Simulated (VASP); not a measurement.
# SiC (F-43m) in VASP: a series of runs

SiC is run at these levels: r2SCAN; tasks: single point, relaxation of cell and atoms.

Program: VASP 6.6.1. These are calculated values, not measurements. Logs are shortened: lines on timing, memory, paths and dates and some standing lists are left out, and cuts for length are marked.

### 1 The cell of the first run

Symmetry: F-43m, No. 216, cubic system. Conventional cell: a = 4.344 Å, b = 4.344 Å, c = 4.344 Å, α = 90.00°, β = 90.00°, γ = 90.00°. Within 2.5 Å of Si (site symmetry -43m) lie 4 C at 1.88 Å. C (site symmetry -43m) has 4 Si at 1.88 Å within 2.5 Å.

### 2 Single point, r2SCAN

POSCAR

```
SiC
1.0
    0.0000000000      2.1718768573      2.1718768573
    2.1718768573      0.0000000000      2.1718768573
    2.1718768573      2.1718768573      0.0000000000
Si C
1 1
Direct
    0.0000000000      0.0000000000      0.0000000000
    0.7500000000      0.7500000000      0.7500000000
```

INCAR.step1

```
  ALGO = Normal
  EDIFF = 1E-4
  ENCUT = 520
  GGA = PE
  ISMEAR = 0
  LASPH = T
  LCHARG = F
  LREAL = F
  LWAVE = T
  NBANDS = 11
  NELM = 100
  PREC = Accurate
  SIGMA = 0.01
```

INCAR.step2

```
  ALGO = Normal
  EDIFF = 1E-7
  ENCUT = 520
  ISIF = 2
  ISMEAR = 0
  ISTART = 1
  LASPH = T
  LCHARG = F
  LMIXTAU = T
  LREAL = F
  LWAVE = F
  METAGGA = R2SCAN
  NBANDS = 11
  NELM = 100
  PREC = Accurate
  SIGMA = 0.01
```

KPOINTS

```
k-points
0
Gamma
  8 8 8
```

Potentials or basis: VASP PAW PBE potentials, release 64 (Si, C).

On the command line:

```bash
> cat potpaw_PBE.64/Si/POTCAR potpaw_PBE.64/C/POTCAR > POTCAR
> cp INCAR.step1 INCAR
> mpirun -np 1 vasp_std > vasp.out
> cp INCAR.step2 INCAR
> mpirun -np 1 vasp_std > vasp.out
```

OUTCAR:

```text
EDIFF = 1E-7
   ENCUT = 520
   ISIF = 2
   ISMEAR = 0
   ISTART = 1
   LASPH = T
   LREAL = F
   METAGGA = R2SCAN
   NELM = 100
   PREC = Accurate

 ion  position               nearest neighbor table
   1  0.000  0.000  0.000-   2 1.88   2 1.88   2 1.88   2 1.88
   2  0.750  0.750  0.750-   1 1.88   1 1.88   1 1.88   1 1.88

  LATTYP: Found a face centered cubic cell.
 ALAT       =     4.3437537146

  Lattice vectors:

 A1 = (   0.0000000000,   2.1718768573,   2.1718768573)
 A2 = (   2.1718768573,   0.0000000000,   2.1718768573)
 A3 = (   2.1718768573,   2.1718768573,   0.0000000000)

Analysis of symmetry for initial positions (statically):
=====================================================================
 Subroutine PRICEL returns:
 Original cell was already a primitive cell.

 Routine SETGRP: Setting up the symmetry group for a
 face centered cubic supercell.

 Subroutine GETGRP returns: Found 24 space group operations
 (whereof 24 operations were pure point group operations)
 out of a pool of 48 trial point group operations.

The static configuration has the point symmetry T_d .

Analysis of symmetry for dynamics (positions and initial velocities):
=====================================================================
 Subroutine PRICEL returns:
 Original cell was already a primitive cell.

 Routine SETGRP: Setting up the symmetry group for a
 face centered cubic supercell.

 Subroutine GETGRP returns: Found 24 space group operations
 (whereof 24 operations were pure point group operations)
 out of a pool of 48 trial point group operations.

The dynamic configuration has the point symmetry T_d .

 Subroutine INISYM returns: Found 24 space group operations
 (whereof 24 operations are pure point group operations),
 and found     1 'primitive' translations

----------------------------------------------------------------------------------------

                                     Primitive cell

  volume of cell :      20.4897

  direct lattice vectors                    reciprocal lattice vectors
     0.000000000  2.171876857  2.171876857    -0.230215630  0.230215630  0.230215630
     2.171876857  0.000000000  2.171876857     0.230215630 -0.230215630  0.230215630
     2.171876857  2.171876857  0.000000000     0.230215630  0.230215630 -0.230215630

  length of vectors
     3.071497707  3.071497707  3.071497707     0.398745169  0.398745169  0.398745169

  position of ions in fractional coordinates (direct lattice)
     0.000000000  0.000000000  0.000000000
     0.750000000  0.750000000  0.750000000

  ion indices of the primitive-cell ions
[... 79 lines left out ...]
   IBRION =     -1    ionic relax: 0-MD 1-quasi-New 2-CG
   NFREE  =      0    steps in history (QN), initial steepest desc. (CG)
   ISIF   =      2    stress and relaxation
   ISYM   =      2    0-nonsym 1-usesym 2-fastsym
   POTIM  = 0.5000    time-step for ionic-motion
   TEBEG  =    0.0;   TEEND  =   0.0 temperature during run
   PSTRESS=    0.0 pullay stress
   NELECT =       8.0000    total number of electrons
   NUPDOWN=      -1.0000    fix difference up-down
   EMIN   =  10.00;   EMAX   =-10.00  energy-range for DOS
   EFERMI =   0.00;   METHOD = LEGACY
   ISMEAR =     0;   SIGMA  =   0.01  broadening in eV -4-tet -1-fermi 0-gaus
   EFERMI_NEDOS =   21; number of points for ismear=-14 and -15
   IALGO  =     38    algorithm
   IMIX   =      4    mixing-type and parameters
     AMIX     =   0.40;   BMIX     =  1.00
     AMIX_MAG =   1.60;   BMIX_MAG =  1.00
  volume/ion in A,a.u.               =      10.24        69.14
  Fermi-wavevector in a.u.,A,eV,Ry     =   1.196537  2.261128 19.479487  1.431702
  Thomas-Fermi vector in A             =   2.332475
   LORBIT       =      0    0 simple, 1 ext, 2 COOP (PROOUT), +10 PAW based schemes
   METAGGA = R2SCAN    functional components
   LHFCALC =     F    Hartree Fock is set to
   AEXX    =    0.0000 exact exchange contribution
   IVDW    =     0    specifies the selected vdW correction
   LEPSILON=     F    determine dielectric tensor
   LRPA    =     F    only Hartree local field effects (RPA)
 non-spin polarized calculation
 Gauss-broadening in eV      SIGMA  =   0.01
  energy-cutoff  :      520.00
  volume of cell :       20.49
 maximum number of plane-waves:       568
   NGX = 11   NGY = 11   NGZ = 11

 number of electron       8.0000001 magnetization

 Free energy of the ion-electron system (eV)
  ---------------------------------------------------
  ext. energy  EPLUGINS =         0.00000000
  ---------------------------------------------------
  free energy    TOTEN  =       -19.32509182 eV

  energy without entropy =      -19.32509182  energy(sigma->0) =      -19.32509182

 E-fermi :   8.2360     XC(G=0): -11.9782

 val. band max:        8.0930512496   @ k =   0.0000   0.0000   0.0000
 cond. band min:       9.8111288631   @ k =   0.5000   0.5000   0.0000
 fundamental gap:      1.7180776135
 Fermi energy:         8.2359854900

 k-point     1 :       0.0000    0.0000    0.0000
  band No.  band energies     occupation
      1      -8.1651      2.00000
      2       8.0931      2.00000
      3       8.0931      2.00000
      4       8.0931      2.00000
      5      15.0508      0.00000
      6      16.0150      0.00000
      7      16.0150      0.00000
      8      16.0150      0.00000
      9      23.3616      0.00000
     10      23.3616      0.00000
     11      26.0183      0.00000
[... 309 lines left out ...]
 k-point    24 :      -0.3750    0.2500    0.1250
  band No.  band energies     occupation
      1      -3.8384      2.00000
      2      -0.0351      2.00000
      3       4.2286      2.00000
      4       5.7347      2.00000
      5      13.8953      0.00000
      6      16.0267      0.00000
      7      19.0805      0.00000
      8      20.0389      0.00000
      9      22.5354      0.00000
     10      25.4428      0.00000
     11      28.7609      0.00000

 [... further k-points ...]
[... 5 lines left out ...]
  --------------------------------------------------------------------------------------
  -------------------------------------------------------------------------------------
  Total        0.2324811      0.2324811      0.2324811     -0.0000000      0.0000000     -0.0000000
  in kB       18.1786929     18.1786929     18.1786929     -0.0000000      0.0000000     -0.0000000
  external PRESSURE =      18.1786929 kB  Pullay stress =       0.0000000 kB

 VOLUME and BASIS-vectors are now :
 -----------------------------------------------------------------------------
  energy-cutoff  :      520.00
  volume of cell :       20.49
      direct lattice vectors                 reciprocal lattice vectors
     0.000000000  2.171876857  2.171876857    -0.230215630  0.230215630  0.230215630
     2.171876857  0.000000000  2.171876857     0.230215630 -0.230215630  0.230215630
     2.171876857  2.171876857  0.000000000     0.230215630  0.230215630 -0.230215630

 POSITION                                       TOTAL-FORCE (eV/Angst)
 -----------------------------------------------------------------------------------
      0.00000      0.00000      0.00000         0.000000      0.000000     -0.000000
      3.25782      3.25782      3.25782        -0.000000     -0.000000      0.000000
 -----------------------------------------------------------------------------------
    total drift:                                0.000001      0.000001      0.000001

  FREE ENERGIE OF THE ION-ELECTRON SYSTEM (eV)
  ---------------------------------------------------
  free  energy   TOTEN  =       -19.3250918170 eV

  energy  without entropy=      -19.3250918170  energy(sigma->0) =      -19.32509182
```

It took 11 s on 1 thread of Intel Xeon 6975P-C (Granite Rapids), shared host; peak memory 0.13 GiB.

Results:

* Free energy: -19.3251 eV
* Pressure: 1.8 GPa
* Band gap on the k mesh: 1.72 eV, indirect (least direct gap 5.07 eV)

Levels at points of the mesh, in eV from the valence-band top:
| k point | band 2 | band 3 | band 4 | band 5 | band 6 | band 7 |
| --- | --- | --- | --- | --- | --- | --- |
| (0.00, 0.00, 0.00) | 0.00 | 0.00 | 0.00 | 6.96 | 7.92 | 7.92 |
| (0.50, 0.00, 0.00) | -8.87 | -1.11 | -1.11 | 6.09 | 7.79 | 7.79 |
| (0.50, 0.50, 0.00) | -8.08 | -3.35 | -3.35 | 1.72 | 4.86 | 15.25 |

Caveat: the PAW data sets were made with another functional, which shifts forces and pressure a little. A k mesh can miss the band edges.

### 3 Single point, r2SCAN

This run uses another cell than the first one, of 10.16 Å³/atom, 0.992 times its volume.

POSCAR

```
SiC
1.0
    0.0000000000      2.1657306798      2.1657306798
    2.1657306798      0.0000000000      2.1657306798
    2.1657306798      2.1657306798      0.0000000000
Si C
1 1
Direct
    0.0000000000      0.0000000000      0.0000000000
    0.7500000000      0.7500000000      0.7500000000
```

INCAR.step1

```
SYSTEM = SiC
PREC     = Accurate       ! precision mode
ENCUT    = 520            ! plane-wave cutoff, eV
ISMEAR   = 0              ! smearing method
SIGMA    = 0.01           ! smearing width, eV
LREAL    = .False.        ! projectors in reciprocal space
LASPH    = .True.         ! aspherical terms in the spheres
NELM     = 100            ! most SCF steps
NBANDS   = 11             ! bands
GGA      = PE             ! functional
ALGO     = Normal         ! electronic algorithm
EDIFF    = 1E-4           ! SCF threshold, eV
LWAVE    = .True.         ! write WAVECAR
LCHARG   = .False.        ! write CHGCAR
```

INCAR.step2

```
SYSTEM = SiC
PREC     = Accurate       ! precision mode
ENCUT    = 520            ! plane-wave cutoff, eV
EDIFF    = 1E-6           ! SCF threshold, eV
ISMEAR   = 0              ! smearing method
SIGMA    = 0.01           ! smearing width, eV
LREAL    = .False.        ! projectors in reciprocal space
LASPH    = .True.         ! aspherical terms in the spheres
NELM     = 100            ! most SCF steps
ALGO     = Normal         ! electronic algorithm
ISIF     = 2              ! what is computed and relaxed
LWAVE    = .False.        ! write WAVECAR
LCHARG   = .False.        ! write CHGCAR
METAGGA  = R2SCAN         ! meta-GGA
LMIXTAU  = .True.       
NBANDS   = 11             ! bands
ISTART   = 1
```

KPOINTS

```
regular mesh
0
Gamma
  8 8 8
  0 0 0
```

Potentials or basis: VASP PAW PBE potentials, release 64 (Si, C).

On the command line:

```bash
> cat potpaw_PBE.64/Si/POTCAR potpaw_PBE.64/C/POTCAR > POTCAR
> cp INCAR.step1 INCAR
> mpirun -np 1 vasp_std > vasp.out
> cp INCAR.step2 INCAR
> mpirun -np 1 vasp_std > vasp.out
```

It took 11 s on 1 thread of Intel Xeon 6975P-C (Granite Rapids), shared host; peak memory 0.14 GiB.

It converged, with:

```
Free energy            : -19.3220 eV
Pressure               : 3.8 GPa
Band gap on the k mesh : 1.71 eV, indirect (least direct gap 5.08 eV)
```

Levels at points of the mesh, in eV from the valence-band top:
```csv
k point,band 2,band 3,band 4,band 5,band 6,band 7
"(0.00, 0.00, 0.00)",0.00,0.00,0.00,7.07,7.99,7.99
"(0.50, 0.00, 0.00)",-8.92,-1.11,-1.11,6.17,7.83,7.83
"(0.50, 0.50, 0.00)",-8.11,-3.37,-3.37,1.71,4.89,15.36
```

Caveat: the PAW data sets were made with another functional, which shifts forces and pressure a little. A k mesh can miss the band edges.

### 4 Single point, r2SCAN

This run uses another cell than the first one, of 10.04 Å³/atom, 0.980 times its volume.

POSCAR

```
SiC
1.0
    0.0000000000      2.1571220310      2.1571220310
    2.1571220310      0.0000000000      2.1571220310
    2.1571220310      2.1571220310      0.0000000000
Si C
1 1
Direct
    0.0000000000      0.0000000000      0.0000000000
    0.7500000000      0.7500000000      0.7500000000
```

INCAR.step1

```
ALGO = Normal
EDIFF = 1E-4
ENCUT = 520
GGA = PE
ISMEAR = 0
LASPH = T
LCHARG = F
LREAL = F
LWAVE = T
NBANDS = 11
NELM = 80
PREC = Accurate
SIGMA = 0.01
```

INCAR.step2

```
ALGO = Normal
EDIFF = 1E-6
ENCUT = 520
ISIF = 2
ISMEAR = 0
ISTART = 1
LASPH = T
LCHARG = F
LMIXTAU = T
LREAL = F
LWAVE = F
METAGGA = R2SCAN
NBANDS = 11
NELM = 80
PREC = Accurate
SIGMA = 0.01
```

KPOINTS

```
k-points
0
Gamma
  8 8 8
```

On the command line:

```bash
> cat potpaw_PBE.64/Si/POTCAR potpaw_PBE.64/C/POTCAR > POTCAR
> cp INCAR.step1 INCAR
> mpirun -np 1 vasp_std > vasp.out
> cp INCAR.step2 INCAR
> mpirun -np 1 vasp_std > vasp.out
```

It took 11 s on 1 thread of Intel Xeon 6975P-C (Granite Rapids), shared host; peak memory 0.13 GiB.

Results (log left out):

| Item | Value |
| --- | --- |
| Free energy | -19.3139 eV |
| Pressure | 6.8 GPa |
| Band gap on the k mesh | 1.70 eV, indirect (least direct gap 5.10 eV) |

Levels at points of the mesh, in eV from the valence-band top:
```csv
k point,band 1,band 2,band 3,band 4,band 5,band 6,band 7,band 8
"(0.00, 0.00, 0.00)",-16.42,0.00,0.00,0.00,7.22,8.08,8.08,8.08
"(0.50, 0.00, 0.00)",-12.68,-8.99,-1.11,-1.11,6.29,7.88,7.88,11.14
"(0.50, 0.50, 0.00)",-11.19,-8.15,-3.39,-3.39,1.70,4.94,15.51,15.51
```

Caveat: the PAW data sets were made with another functional, which shifts forces and pressure a little.

[end of part 1 of 2]
